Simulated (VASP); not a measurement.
# Au (Cmcm) in VASP: further runs

Runs on Au. Level: PBEsol. Tasks: single point.

Program: VASP 6.6.1. These are calculated values, not measurements. Logs are shortened: lines on timing, memory, paths and dates and some standing lists are left out, and cuts for length are marked.

**1. The cell of the first run**

The structure is orthorhombic, space group Cmcm (No. 63). Conventional cell: a = 2.842 Å, b = 5.087 Å, c = 4.856 Å, α = 90.00°, β = 90.00°, γ = 90.00°. Within 3.7 Å of Au (site symmetry m2m) lie 12 Au at 2.84 to 2.95 Å.

**2. Single point, PBEsol (17.55 Å³/atom)**

File INCAR:

```
SYSTEM = Au
PREC = Accurate ; ENCUT = 520
EDIFF = 1E-6 ; ISMEAR = 0
SIGMA = 0.1 ; LREAL = .False.
LASPH = .True. ; NELM = 60
ALGO = Fast ; ISIF = 2
LWAVE = .False. ; LCHARG = .False.
GGA = PS ; NBANDS = 18
```

File KPOINTS:

```
Automatic mesh
0
Gamma
  16 16 10
  0 0 0
```

File POSCAR:

```
Au
1.0
    1.4209702440     -2.5433574561      0.0000000000
    1.4209702440      2.5433574561      0.0000000000
    0.0000000000      0.0000000000      4.8557338020
Au
2
Direct
    0.6638774340      0.3361225660      0.2500000000
    0.3361225660      0.6638774340      0.7500000000
```

Potentials or basis: VASP PAW PBE potentials, release 64 (Au).

Run with:

```console
cat potpaw_PBE.64/Au/POTCAR > POTCAR
mpirun -np 1 vasp_std > vasp.out
```

OUTCAR:

```text
SYSTEM = Au
   PREC = Accurate
   ENCUT = 520
   EDIFF = 1E-6
   ISMEAR = 0
   LREAL = .False.
   LASPH = .True.
   NELM = 60
   ISIF = 2
   GGA = PS

 ion  position               nearest neighbor table
   1  0.664  0.336  0.250-   2 2.95   2 2.95   2 2.95   2 2.95   2 2.95   2 2.95
   2  0.336  0.664  0.750-   1 2.95   1 2.95   1 2.95   1 2.95   1 2.95   1 2.95

  LATTYP: Found a base centered orthorhombic cell.
 ALAT       =     2.8419404880
 B/A-ratio  =     1.7898738322
 C/A-ratio  =     1.7085979888

  Lattice vectors:

 A1 = (   1.4209702440,  -2.5433574561,   0.0000000000)
 A2 = (   1.4209702440,   2.5433574561,   0.0000000000)
 A3 = (   0.0000000000,   0.0000000000,   4.8557338020)

Analysis of symmetry for initial positions (statically):
=====================================================================
 Subroutine PRICEL returns:
 Original cell was already a primitive cell.

 Routine SETGRP: Setting up the symmetry group for a
 base centered orthorhombic supercell.

 Subroutine GETGRP returns: Found  8 space group operations
 (whereof  4 operations were pure point group operations)
 out of a pool of  8 trial point group operations.

The static configuration has the point symmetry C_2h.
 The point group associated with its full space group is D_2h.

Analysis of symmetry for dynamics (positions and initial velocities):
=====================================================================
 Subroutine PRICEL returns:
 Original cell was already a primitive cell.

 Routine SETGRP: Setting up the symmetry group for a
 base centered orthorhombic supercell.

 Subroutine GETGRP returns: Found  8 space group operations
 (whereof  4 operations were pure point group operations)
 out of a pool of  8 trial point group operations.

The dynamic configuration has the point symmetry C_2h.
 The point group associated with its full space group is D_2h.

 Subroutine INISYM returns: Found  8 space group operations
 (whereof  4 operations are pure point group operations),
 and found     1 'primitive' translations

----------------------------------------------------------------------------------------

                                     Primitive cell

  volume of cell :      35.0976

  direct lattice vectors                    reciprocal lattice vectors
     1.420970244 -2.543357456  0.000000000     0.351872252 -0.196590534  0.000000000
     1.420970244  2.543357456  0.000000000     0.351872252  0.196590534  0.000000000
     0.000000000  0.000000000  4.855733802     0.000000000  0.000000000  0.205942097

  length of vectors
     2.913386961  2.913386961  4.855733802     0.403065652  0.403065652  0.205942097

  position of ions in fractional coordinates (direct lattice)
     0.663877434  0.336122566  0.250000000
     0.336122566  0.663877434  0.750000000

  ion indices of the primitive-cell ions
   primitive index   ion index
                 1           1
                 2           2

----------------------------------------------------------------------------------------

 KPOINTS: Automatic mesh

Automatic generation of k-mesh.
 Grid dimensions read from file:
 generate k-points for:   16   16   10

 Generating k-lattice:

  Cartesian coordinates                     Fractional coordinates (reciprocal lattice)
     0.021992016 -0.012286908  0.000000000     0.062500000  0.000000000  0.000000000
     0.021992016  0.012286908  0.000000000     0.000000000  0.062500000  0.000000000
     0.000000000  0.000000000  0.020594210     0.000000000  0.000000000  0.100000000

  Length of vectors
     0.025191603  0.025191603  0.020594210

  Shift w.r.t. Gamma in fractional coordinates (k-lattice)
     0.000000000  0.000000000  0.000000000

 Subroutine IBZKPT returns following result:
 ===========================================

 Found    438 irreducible k-points:

 Following reciprocal coordinates:
            Coordinates               Weight
  0.000000  0.000000  0.000000      1.000000
  0.062500  0.000000  0.000000      4.000000
  0.125000  0.000000  0.000000      4.000000
  0.187500  0.000000  0.000000      4.000000
  0.250000  0.000000  0.000000      4.000000
  0.312500  0.000000  0.000000      4.000000
[... 16 lines left out ...]
 -0.125000  0.062500  0.000000      4.000000
 -0.062500  0.062500  0.000000      2.000000
 [... further k-points ...]
   k-points           NKPTS =    438   k-points in BZ     NKDIM =    438   number of bands    NBANDS=     18
   number of dos      NEDOS =    301   number of ions     NIONS =      2
   total plane-waves  NPLWV =  20736
   dimension x,y,z NGX =    24 NGY =   24 NGZ =   36
   dimension x,y,z NGXF=    48 NGYF=   48 NGZF=   72
   ions per type =               2
   NGX,Y,Z   is equivalent  to a cutoff of  13.70, 13.70, 12.33 a.u.
   NGXF,Y,Z  is equivalent  to a cutoff of  27.39, 27.39, 24.65 a.u.
 SYSTEM =  Au
   PREC   = accura    normal or accurate (medium, high low for compatibility)
   ISTART =      0    job   : 0-new  1-cont  2-samecut
   ICHARG =      2    charge: 1-file 2-atom 10-const
   ISPIN  =      1    spin polarized calculation?
   LNONCOLLINEAR =      F non collinear calculations
   LSORBIT =      F    spin-orbit coupling
   LASPH  =      T    aspherical Exc in radial PAW
   ENCUT  =  520.0 eV  38.22 Ry    6.18 a.u.   5.42  5.42  9.03*2*pi/ulx,y,z
   NELM   =     60;   NELMIN=  2; NELMDL= -5     # of ELM steps
   EDIFF  = 0.1E-05   stopping-criterion for ELM
   LREAL  =      F    real-space projection
   EDIFFG = 0.1E-04   stopping-criterion for IOM
   NSW    =      0    number of steps for IOM
   IBRION =     -1    ionic relax: 0-MD 1-quasi-New 2-CG
   NFREE  =      0    steps in history (QN), initial steepest desc. (CG)
   ISIF   =      2    stress and relaxation
   ISYM   =      2    0-nonsym 1-usesym 2-fastsym
   POTIM  = 0.5000    time-step for ionic-motion
   TEBEG  =    0.0;   TEEND  =   0.0 temperature during run
   PSTRESS=    0.0 pullay stress
   NELECT =      22.0000    total number of electrons
   NUPDOWN=      -1.0000    fix difference up-down
   EMIN   =  10.00;   EMAX   =-10.00  energy-range for DOS
   EFERMI =   0.00;   METHOD = LEGACY
   ISMEAR =     0;   SIGMA  =   0.10  broadening in eV -4-tet -1-fermi 0-gaus
   EFERMI_NEDOS =   21; number of points for ismear=-14 and -15
   IALGO  =     68    algorithm
   IMIX   =      4    mixing-type and parameters
     AMIX     =   0.40;   BMIX     =  1.00
     AMIX_MAG =   1.60;   BMIX_MAG =  1.00
  volume/ion in A,a.u.               =      17.55       118.43
  Fermi-wavevector in a.u.,A,eV,Ry     =   1.401060  2.647619 26.707805  1.962968
  Thomas-Fermi vector in A             =   2.523959
   LORBIT       =      0    0 simple, 1 ext, 2 COOP (PROOUT), +10 PAW based schemes
   GGA     = PS    functional components
   LHFCALC =     F    Hartree Fock is set to
   AEXX    =    0.0000 exact exchange contribution
   IVDW    =     0    specifies the selected vdW correction
   LEPSILON=     F    determine dielectric tensor
   LRPA    =     F    only Hartree local field effects (RPA)
 non-spin polarized calculation
 RMM-DIIS sequential band-by-band and
 Gauss-broadening in eV      SIGMA  =   0.10
  energy-cutoff  :      520.00
  volume of cell :       35.10
 maximum number of plane-waves:       965
 NGX is ok and might be reduce to    24
   NGX = 11   NGY = 11   NGZ = 19

 number of electron      22.0000000 magnetization

 Free energy of the ion-electron system (eV)
  ---------------------------------------------------
  ext. energy  EPLUGINS =         0.00000000
  ---------------------------------------------------
  free energy    TOTEN  =        -7.81391296 eV

  energy without entropy =       -7.81098128  energy(sigma->0) =       -7.81244712

 E-fermi :   8.7584     XC(G=0): -12.7106

 val. band max:        8.7377644622   @ k =   0.5000   0.1250   0.3000
 cond. band min:       8.7662288117   @ k =  -0.1250   0.1250   0.1000
 fundamental gap:      0.0284643495
 Fermi energy:         8.7584261568

 k-point     1 :       0.0000    0.0000    0.0000
  band No.  band energies     occupation
      1      -0.8189      2.00000
      2       1.6305      2.00000
      3       4.0728      2.00000
      4       4.1485      2.00000
      5       4.5023      2.00000
      6       4.5897      2.00000
[... 10 lines left out ...]
     17      26.6328      0.00000
     18      27.4396      0.00000

 k-point     2 :       0.0625    0.0000    0.0000
  band No.  band energies     occupation
      1      -0.6949      2.00000
      2       1.7350      2.00000
      3       4.0440      2.00000
      4       4.2439      2.00000
      5       4.5309      2.00000
      6       4.6074      2.00000
[... 10 lines left out ...]
     17      26.0865      0.00000
     18      26.7241      0.00000

 k-point     3 :       0.1250    0.0000    0.0000
  band No.  band energies     occupation
      1      -0.3328      2.00000
      2       2.0240      2.00000
      3       3.9565      2.00000
      4       4.4619      2.00000
      5       4.5398      2.00000
      6       4.6993      2.00000
[... 10 lines left out ...]
     17      25.0854      0.00000
     18      26.8300      0.00000

 k-point     4 :       0.1875    0.0000    0.0000
  band No.  band energies     occupation
      1       0.2321      2.00000
      2       2.3983      2.00000
      3       3.8429      2.00000
      4       4.3300      2.00000
      5       4.3747      2.00000
      6       4.8239      2.00000
[... 375 lines left out ...]
      4       4.3800      2.00000
      5       4.5828      2.00000
      6       4.6280      2.00000
[... 10 lines left out ...]
     17      25.8605      0.00000
     18      26.0912      0.00000

 k-point    23 :      -0.1250    0.0625    0.0000
  band No.  band energies     occupation
      1      -0.4662      2.00000
      2       1.9144      2.00000
      3       3.8873      2.00000
      4       4.3213      2.00000
      5       4.5015      2.00000
      6       4.7673      2.00000
[... 10 lines left out ...]
     17      26.0670      0.00000
     18      26.4947      0.00000

 k-point    24 :      -0.0625    0.0625    0.0000
  band No.  band energies     occupation
      1      -0.7025      2.00000
      2       1.7249      2.00000
      3       3.9645      2.00000
      4       4.2337      2.00000
      5       4.4926      2.00000
      6       4.6633      2.00000
[... 10 lines left out ...]
     17      26.3970      0.00000
     18      26.7405      0.00000

 [... further k-points ...]

------------------------ aborting loop because EDIFF is reached ----------------------------------------

  FORCE on cell =-STRESS in cart. coord.  units (eV):
  Direction    XX          YY          ZZ          XY          YZ          ZX
  --------------------------------------------------------------------------------------
  -------------------------------------------------------------------------------------
  Total       -1.0654176     -1.0474983     -1.0614630      0.0000000      0.0000000      0.0000000
  in kB      -48.6354775    -47.8174788    -48.4549543      0.0000000      0.0000000      0.0000000
  external PRESSURE =     -48.3026368 kB  Pullay stress =       0.0000000 kB

 VOLUME and BASIS-vectors are now :
 -----------------------------------------------------------------------------
  energy-cutoff  :      520.00
  volume of cell :       35.10
      direct lattice vectors                 reciprocal lattice vectors
     1.420970244 -2.543357456  0.000000000     0.351872252 -0.196590534  0.000000000
     1.420970244  2.543357456  0.000000000     0.351872252  0.196590534  0.000000000
     0.000000000  0.000000000  4.855733802     0.000000000  0.000000000  0.205942097

 POSITION                                       TOTAL-FORCE (eV/Angst)
 -----------------------------------------------------------------------------------
      1.42097     -0.83360      1.21393         0.000000     -0.000113      0.000000
      1.42097      0.83360      3.64180         0.000000      0.000113      0.000000
 -----------------------------------------------------------------------------------
    total drift:                                0.000000      0.000000      0.000000

  FREE ENERGIE OF THE ION-ELECTRON SYSTEM (eV)
  ---------------------------------------------------
  free  energy   TOTEN  =        -7.8139129632 eV

  energy  without entropy=       -7.8109812808  energy(sigma->0) =       -7.81244712
```

Run time: 2.6 min. Hardware: 1 thread of Intel Xeon 6975P-C, shared host; peak memory 0.34 GiB.

Results:

```
Free energy            : -7.8139 eV
Pressure               : -4.8 GPa
Band gap on the k mesh : zero (bands 11 and 12 overlap by 6.42 eV)
```

Caveat: the cell stands under tension; the PAW data sets were made with another functional, which shifts forces and pressure a little; spin-orbit coupling is left out, which moves the levels of the heavy elements.

**3. Single point, PBEsol (18.06 Å³/atom)**

This run uses another cell than the first one, of 18.06 Å³/atom.

File INCAR:

```
ALGO = Fast
EDIFF = 1E-7
ENCUT = 520
GGA = PS
ISIF = 2
ISMEAR = 0
LASPH = T
LCHARG = F
LREAL = F
LWAVE = F
NBANDS = 18
NELM = 100
PREC = Accurate
SIGMA = 0.1
```

File KPOINTS:

```
k-points
0
Gamma
  16 16 10
```

File POSCAR:

```
Au
1.0
    1.4313829673     -2.5699828451      0.0000000000
    1.4313829673      2.5699828451      0.0000000000
    0.0000000000      0.0000000000      4.9094159275
Au
2
Direct
    0.6641347418      0.3358652582      0.2500000000
    0.3358652582      0.6641347418      0.7500000000
```

Potentials or basis: VASP PAW PBE potentials, release 64 (Au).

Run with:

```console
cat potpaw_PBE.64/Au/POTCAR > POTCAR
mpirun -np 1 vasp_std > vasp.out
```

Wall time 2.8 min (1 thread of Intel Xeon 6975P-C, shared host); peak memory 0.35 GiB.

The run converged. Its results:

```yaml
Free_energy: -7.7713 eV
Pressure: -8.6 GPa
Band_gap_on_the_k_mesh: zero (bands 11 and 12 overlap by 6.29 eV)
```

Stress tensor (GPa, compression positive):
```
-8.68  0.00  0.00
 0.00 -8.56  0.00
 0.00  0.00 -8.60
```

Levels at points of the mesh, in eV from the Fermi level:
```tsv
k point	band 8	band 9	band 10	band 11	band 12	band 13	band 14	band 15
(0.00, 0.00, 0.00)	-3.40	-3.23	-2.09	-2.08	-0.93	2.38	14.52	15.61
(0.50, 0.00, 0.00)	-1.90	-1.77	-1.62	0.44	1.61	5.65	7.07	7.12
(0.50, 0.50, 0.00)	-1.85	-1.84	-1.67	0.27	1.22	5.40	6.65	6.96
(0.00, 0.00, 0.50)	-4.09	-2.56	-2.56	-2.44	-2.44	10.17	10.17	14.85
(0.50, 0.00, 0.50)	-2.31	-1.67	-1.67	0.68	0.68	3.82	3.82	12.95
(0.50, 0.50, 0.50)	-2.25	-1.74	-1.74	0.34	0.34	3.42	3.42	12.63
```

Caveat: the cell stands under tension; the PAW data sets were made with another functional, which shifts forces and pressure a little; spin-orbit coupling is left out, which moves the levels of the heavy elements.

**4. Single point, PBEsol (biaxial strain in the a-b plane: +1.0 %, then relaxed in part)**

File INCAR:

```
SYSTEM = Au
ALGO     = Fast           ! electronic algorithm
EDIFF    = 1E-7           ! SCF threshold, eV
ENCUT    = 520            ! plane-wave cutoff, eV
GGA      = PS             ! functional
ISIF     = 2              ! what is computed and relaxed
ISMEAR   = 0              ! smearing method
LASPH    = .True.         ! aspherical terms in the spheres
LCHARG   = .False.        ! write CHGCAR
LREAL    = .False.        ! projectors in reciprocal space
LWAVE    = .False.        ! write WAVECAR
NBANDS   = 30             ! bands
NELM     = 60             ! most SCF steps
PREC     = Accurate       ! precision mode
SIGMA    = 0.1            ! smearing width, eV
```

File KPOINTS:

```
k-points
0
Gamma
  18 10 12
  0 0 0
```

File POSCAR:

```
Au
1.0
    2.8482303646      0.0000000000      0.0000000000
    0.0000000000      5.0843462599      0.0000000000
    0.0000000000      0.0000000000      4.7446459509
Au
4
Direct
    0.0000000000      0.3370603279      0.7500000000
    0.5000000000      0.1629396721      0.2500000000
    0.5000000000      0.8370603279      0.7500000000
    0.0000000000      0.6629396721      0.2500000000
```

Run with:

```console
cat potpaw_PBE.64/Au/POTCAR > POTCAR
mpirun -np 1 vasp_std > vasp.out
```

Wall time 17 min (1 thread of Intel Xeon 8259CL, shared host); peak memory 0.67 GiB.

It converged, with:

```yaml
Free_energy: -15.6562 eV
Pressure: -1.7 GPa
Band_gap_on_the_k_mesh: zero (bands 22 and 23 overlap by 4.01 eV)
```

Forces in eV/Å, atoms in the order of the input:
```
Au   0.000  0.002  0.000
Au   0.000 -0.002  0.000
Au   0.000  0.002  0.000
Au   0.000 -0.002  0.000
```

Stress tensor (GPa, compression positive):
```
-1.89  0.00  0.00
 0.00 -2.90  0.00
 0.00  0.00 -0.30
```

Levels at points of the mesh, in eV from the Fermi level:
```
           k point  band 18  band 19  band 20  band 21  band 22  band 23  band 24  band 25  band 26  band 27
(0.00, 0.00, 0.00)    -2.11    -1.97    -1.82    -1.73    -0.99     0.23     1.20     2.94     5.76     7.15
(0.50, 0.00, 0.00)    -2.09    -1.87    -1.87    -0.04    -0.04     4.24     4.24     5.86     5.86     5.99
(0.00, 0.50, 0.00)    -3.23    -3.02    -3.02    -1.93    -1.93     3.05     3.05     3.26     3.26     9.04
(0.50, 0.50, 0.00)    -1.86    -1.71    -1.71     0.34     0.34     1.58     1.58     5.92     5.92     7.38
(0.00, 0.00, 0.50)    -2.54    -2.32    -2.32    -1.83    -1.83     0.19     0.19     3.68     3.68    11.08
(0.50, 0.00, 0.50)    -1.84    -1.84    -1.84     1.06     1.06     1.06     1.06     6.59     6.59     6.59
(0.00, 0.50, 0.50)    -2.53    -2.53    -2.53    -1.93    -1.93    -1.93    -1.93    10.23    10.23    10.23
(0.50, 0.50, 0.50)    -1.77    -1.77    -1.77     0.54     0.54     0.54     0.54     3.98     3.98     3.98
```

Caveat: the cell differs from its parent crystal (biaxial strain in the a-b plane: +1.0 %, then relaxed in part); the PAW data sets were made with another functional, which shifts forces and pressure a little; spin-orbit coupling is left out, which moves the levels of the heavy elements.

**5. Overview**

| cell | k mesh | further INCAR settings | gap on the mesh (eV) | pressure (GPa) |
| --- | --- | --- | --- | --- |
| a = 2.913, b = 2.913, c = 4.856 Å, angles 90.0, 90.0, 121.6°, 2 atoms, atomic positions A | 16 × 16 × 10 | ALGO = Fast; EDIFF = 1e-06; NBANDS = 18 | none | -4.8 |
| a = 2.942, b = 2.942, c = 4.909 Å, angles 90.0, 90.0, 121.8°, 2 atoms, atomic positions B | 16 × 16 × 10 | ALGO = Fast; EDIFF = 1e-07; NBANDS = 18 | none | -8.6 |
| a = 2.848, b = 5.084, c = 4.745 Å, 4 atoms, atomic positions C | 18 × 10 × 12 | ALGO = Fast; EDIFF = 1e-07; NBANDS = 30 | none | -1.7 |

Alike in all rows: task single point; level PBEsol; potentials or basis VASP PAW PBE potentials, release 64 (Au); no spin polarisation; cutoff (eV) 520; smearing gaussian 0.1 eV.

Caveats: the PAW data sets were made with another functional, which shifts forces and pressure a little; spin-orbit coupling is left out, which moves the levels of the heavy elements; the cell stands under tension (at least some runs).

Absolute energies hang on the potentials; compare differences alone.

The gap in the log of VASP goes by the Fermi energy; the results here count the filled bands.